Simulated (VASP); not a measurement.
# TiSi2 in VASP: a series of runs, part 2 of 2

VASP 6.6.1.

## Step 3: Single point, PBE (strain along c alone, the other axes held: +3.0 %, then relaxed in part)

INCAR

```
SYSTEM = TiSi2
PREC     = Accurate       ! precision mode
ENCUT    = 520            ! plane-wave cutoff, eV
EDIFF    = 1E-7           ! SCF threshold, eV
ISMEAR   = 0              ! smearing method
SIGMA    = 0.1            ! smearing width, eV
LREAL    = .FALSE.        ! projectors in reciprocal space
LASPH    = .TRUE.         ! aspherical terms in the spheres
NELM     = 80             ! most SCF steps
ALGO     = Normal         ! electronic algorithm
ISIF     = 2              ! what is computed and relaxed
LWAVE    = .FALSE.        ! write WAVECAR
LCHARG   = .FALSE.        ! write CHGCAR
GGA      = PE             ! functional
NBANDS   = 29             ! bands
```

KPOINTS

```
Automatic mesh
0
G
  10 10 10
  0 0 0
```

POSCAR

```
TiSi2
1.0
    0.0539010461      4.2279027326      4.2795976060
    2.4220839322      0.0313338268      4.2795976060
    2.4759849783      4.2592365593      0.0000000000
Ti Si
2 4
Direct
    0.7513334046      0.7513334046      0.7486665954
    0.4986665954      0.4986665954      0.5013334046
    0.0862352830      0.4135837832      0.0876248030
    0.4135837832      0.0862352830      0.4125561309
    0.1637647170      0.8364162168      0.1623751970
    0.8364162168      0.1637647170      0.8374438691
```

Potentials or basis: VASP PAW PBE potentials, release 64 (Ti_sv, Si).

Launch:

```
> cat potpaw_PBE.64/Ti_sv/POTCAR potpaw_PBE.64/Si/POTCAR > POTCAR
> mpirun -np 1 vasp_std > vasp.out
```

OUTCAR:

```text
SYSTEM = TiSi2
   PREC = Accurate
   ENCUT = 520
   EDIFF = 1E-7
   ISMEAR = 0
   LREAL = .FALSE.
   LASPH = .TRUE.
   NELM = 80
   ISIF = 2
   GGA = PE

 ion  position               nearest neighbor table
   1  0.751  0.751  0.749-   6 2.56   5 2.56   6 2.57   5 2.57   4 2.76   3 2.76   3 2.82   4 2.82
                             4 2.85   3 2.85
   2  0.499  0.499  0.501-   4 2.56   3 2.56   4 2.57   3 2.57   6 2.76   5 2.76   5 2.82   6 2.82
                             6 2.85   5 2.85
   3  0.086  0.414  0.088-   5 2.54   5 2.55   2 2.56   2 2.57   4 2.76   1 2.76   4 2.80   1 2.82
                             1 2.85   4 2.87
   4  0.414  0.086  0.413-   6 2.54   6 2.55   2 2.56   2 2.57   3 2.76   1 2.76   3 2.80   1 2.82
                             1 2.85   3 2.87
   5  0.164  0.836  0.162-   3 2.54   3 2.55   1 2.56   1 2.57   6 2.76   2 2.76   6 2.80   2 2.82
                             2 2.85   6 2.87
   6  0.836  0.164  0.837-   4 2.54   4 2.55   1 2.56   1 2.57   5 2.76   2 2.76   5 2.80   2 2.82
                             2 2.85   5 2.87

  LATTYP: Found a base centered monoclinic cell.
 ALAT       =     4.8445732045
 B/A-ratio  =     1.7667593926
 C/A-ratio  =     0.9946510127
 COS(beta)  =    -0.4801541529

  Lattice vectors:

 A1 = (   2.4220839322,   0.0313338268,   4.2795976060)
 A2 = (   2.4220839322,   0.0313338267,  -4.2795976060)
 A3 = (  -2.3681828861,   4.1965689058,   0.0000000000)

Analysis of symmetry for initial positions (statically):
=====================================================================
 Subroutine PRICEL returns:
 Original cell was already a primitive cell.

 Routine SETGRP: Setting up the symmetry group for a
 base centered monoclinic supercell.

 Subroutine GETGRP returns: Found  4 space group operations
 (whereof  2 operations were pure point group operations)
 out of a pool of  4 trial point group operations.

The static configuration has the point symmetry C_2 .
 The point group associated with its full space group is C_2h.

[... 143 lines left out ...]
  Fermi-wavevector in a.u.,A,eV,Ry     =   1.260481  2.381964 21.617108  1.588813
  Thomas-Fermi vector in A             =   2.393989
   LORBIT       =      0    0 simple, 1 ext, 2 COOP (PROOUT), +10 PAW based schemes
   GGA     = PE    functional components
   LHFCALC =     F    Hartree Fock is set to
   AEXX    =    0.0000 exact exchange contribution
   IVDW    =     0    specifies the selected vdW correction
   LEPSILON=     F    determine dielectric tensor
   LRPA    =     F    only Hartree local field effects (RPA)
 non-spin polarized calculation
 Gauss-broadening in eV      SIGMA  =   0.10
  energy-cutoff  :      520.00
  volume of cell :       87.63
 maximum number of plane-waves:      2377
 NGX is ok and might be reduce to    48

 number of electron      40.0000002 magnetization

 Free energy of the ion-electron system (eV)
  ---------------------------------------------------
  ext. energy  EPLUGINS =         0.00000000
  ---------------------------------------------------
  free energy    TOTEN  =       -40.64501316 eV

  energy without entropy =      -40.63420419  energy(sigma->0) =      -40.63960868

 E-fermi :   9.6464     XC(G=0): -11.5393

 val. band max:        9.6460751323   @ k =  -0.3000   0.1000   0.2000
 cond. band min:       9.6477975846   @ k =  -0.2000   0.2000  -0.0000
 fundamental gap:      0.0017224524
 Fermi energy:         9.6464157667

 k-point     1 :       0.0000    0.0000    0.0000
  band No.  band energies     occupation
      1     -46.7419      2.00000
      2     -46.7185      2.00000
      3     -23.1113      2.00000
      4     -23.0804      2.00000
      5     -23.0246      2.00000
      6     -23.0179      2.00000
[... 757 lines left out ...]
     28      13.4544      0.00000
     29      13.5458      0.00000

 [... further k-points ...]

------------------------ aborting loop because EDIFF is reached ----------------------------------------

  FORCE on cell =-STRESS in cart. coord.  units (eV):
  Direction    XX          YY          ZZ          XY          YZ          ZX
  --------------------------------------------------------------------------------------
  -------------------------------------------------------------------------------------
  Total       -1.4449232     -3.5282400     -0.5498236     -1.4878910     -0.0000000      0.0000000
  in kB      -26.4167805    -64.5049779    -10.0521396    -27.2023372     -0.0000000      0.0000000
  external PRESSURE =     -33.6579660 kB  Pullay stress =       0.0000000 kB

 VOLUME and BASIS-vectors are now :
 -----------------------------------------------------------------------------
  energy-cutoff  :      520.00
  volume of cell :       87.63
      direct lattice vectors                 reciprocal lattice vectors
     0.053901046  4.227902733  4.279597606    -0.207998031  0.120913688  0.116833414
     2.422083932  0.031333827  4.279597606     0.207998031 -0.120913688  0.116833414
     2.475984978  4.259236559  0.000000000     0.204937682  0.115649218 -0.116833414

 POSITION                                       TOTAL-FORCE (eV/Angst)
 -----------------------------------------------------------------------------------
      3.71398      6.38885      6.43081        -0.000000     -0.000000     -0.007032
      2.47598      4.25924      4.26818        -0.000000      0.000000      0.007032
      1.22334      0.75077      2.13902         0.003536      0.004072      0.006720
      1.25264      3.50847      2.13902        -0.003536     -0.004072      0.006720
      2.43674      1.41018      4.28037        -0.003536     -0.004072     -0.006720
      2.51523      7.10829      4.28037         0.003536      0.004072     -0.006720
 -----------------------------------------------------------------------------------
    total drift:                                0.000000     -0.000000     -0.000000

  FREE ENERGIE OF THE ION-ELECTRON SYSTEM (eV)
  ---------------------------------------------------
  free  energy   TOTEN  =       -40.6450131627 eV

  energy  without entropy=      -40.6342041874  energy(sigma->0) =      -40.63960868
```

It took 14 min on 1 thread of Intel Xeon Platinum 8488C (Sapphire Rapids), shared host; peak memory 0.69 GiB.

What came out:

```
Free energy            : -40.6450 eV
Pressure               : -3.4 GPa
Largest force          : 0.009 eV/Å
Band gap on the k mesh : zero (band 20 reaches 10.33 eV, above the bottom of band 21 at 8.56 eV)
```

Forces on the atoms (eV/Å):
```
Ti   0.000  0.000 -0.007
Ti   0.000  0.000  0.007
Si   0.004  0.004  0.007
Si  -0.004 -0.004  0.007
Si  -0.004 -0.004 -0.007
Si   0.004  0.004 -0.007
```

Stress tensor (GPa, compression positive):
```
-2.64 -2.72  0.00
-2.72 -6.45  0.00
 0.00  0.00 -1.01
```

Levels at points of the mesh, in eV from the Fermi level:
| k point | band 18 | band 19 | band 20 | band 21 | band 22 | band 23 |
| --- | --- | --- | --- | --- | --- | --- |
| (0.00, 0.00, 0.00) | -2.10 | -1.74 | -1.38 | -0.90 | 2.00 | 3.00 |
| (0.50, 0.00, 0.00) | -0.93 | 0.01 | 0.19 | 0.93 | 1.35 | 1.64 |
| (0.50, 0.50, 0.00) | -1.51 | -0.94 | -0.85 | 0.84 | 0.85 | 2.93 |
| (0.00, 0.00, 0.50) | -1.10 | 0.00 | 0.15 | 0.83 | 1.37 | 1.62 |
| (0.50, 0.00, 0.50) | -2.18 | -0.89 | -0.89 | 1.15 | 1.15 | 3.11 |
| (0.00, 0.50, 0.50) | -1.08 | -0.67 | -0.67 | 0.87 | 0.87 | 2.17 |

Caveat: the cell differs from its parent crystal (strain along c alone, the other axes held: +3.0 %, then relaxed in part).

## Step 4: Single point, PBE

This run uses another cell than the first one: it holds 12 atoms, not 6.

INCAR

```
PREC = Accurate
ENCUT = 520
EDIFF = 1E-6
ISMEAR = 0
SIGMA = 0.1
LREAL = F
LASPH = T
NELM = 60
ALGO = Normal
ISIF = 2
LWAVE = F
LCHARG = F
GGA = PE
NBANDS = 52
```

KPOINTS

```
Automatic mesh
0
Gamma
  6 6 6
```

POSCAR

```
TiSi2
1.0
    4.8035522622      0.0000000000      0.0000000000
    0.0000000000     -4.1340512656      4.2828589050
    0.0000000000     -4.1340512656     -4.2828589050
Ti Si
4 8
Direct
    0.2500000000      0.5000000000      0.0000000000
    0.7500000000      0.0000000000      0.5000000000
    0.0000000000      0.5000000000      0.5000000000
    0.5000000000      0.0000000000      1.0000000000
    0.7500000000      0.6631766429      0.1631766429
    0.2500000000      0.1631766429      0.6631766429
    0.7500000000      0.3368233571      0.8368233571
    0.2500000000      0.8368233571      0.3368233571
    0.0000000000      0.8368233571      0.8368233571
    0.5000000000      0.3368233571      0.3368233571
    0.0000000000      0.1631766429      0.1631766429
    0.5000000000      0.6631766429      0.6631766429
```

Launch:

```
> cat potpaw_PBE.64/Ti_sv/POTCAR potpaw_PBE.64/Si/POTCAR > POTCAR
> mpirun -np 1 vasp_std > vasp.out
```

Wall time 4.6 min (1 thread of Intel Xeon Platinum 8488C (Sapphire Rapids), shared host); peak memory 0.47 GiB.

Results (log left out):

| Quantity | Value |
| --- | --- |
| Free energy | -81.4197 eV |
| Pressure | 0.0 GPa |
| Band gap on the k mesh | zero (band 40 reaches 10.48 eV, above the bottom of band 41 at 9.23 eV) |

Levels at points of the mesh, in eV from the Fermi level:
```csv
k point,band 37,band 38,band 39,band 40,band 41,band 42,band 43,band 44
"(0.00, 0.00, 0.00)",-1.15,-1.15,-0.91,-0.65,-0.65,0.84,0.84,2.02
"(0.50, 0.00, 0.00)",0.13,0.13,0.45,0.45,0.58,0.58,1.17,1.17
"(0.00, 0.50, 0.00)",-1.19,-1.19,-0.72,-0.72,-0.33,-0.33,0.97,0.97
"(0.50, 0.50, 0.00)",-0.02,-0.02,0.14,0.14,0.97,0.97,1.35,1.35
"(0.00, 0.50, 0.50)",-0.96,-0.96,-0.86,-0.86,0.74,0.74,1.25,1.25
"(0.50, 0.50, 0.50)",-1.39,-1.39,-1.39,-1.39,1.37,1.37,1.37,1.37
```

## Step 5: Overview

| cell | k mesh | gap on the mesh (eV) | pressure (GPa) |
| --- | --- | --- | --- |
| a = 6.137, b = 5.036, c = 4.965 Å, angles 75.7, 52.7, 51.6°, 6 atoms | 10 × 10 × 10 | none | -10.8 |
| a = 6.016, b = 4.918, c = 4.927 Å, angles 75.3, 52.3, 51.1°, 6 atoms | 10 × 10 × 10 | none | -3.4 |
| a = 4.804, b = 5.953, c = 5.953 Å, angles 92.0, 90.0, 90.0°, 12 atoms | 6 × 6 × 6 | none | 0.0 |

Alike in all rows: task single point; level PBE; potentials or basis VASP PAW PBE potentials, release 64 (Ti_sv, Si); no spin polarisation; cutoff (eV) 520; smearing gaussian 0.1 eV.

Total energies depend on the potentials used, so only differences within one code and one set of settings carry meaning.
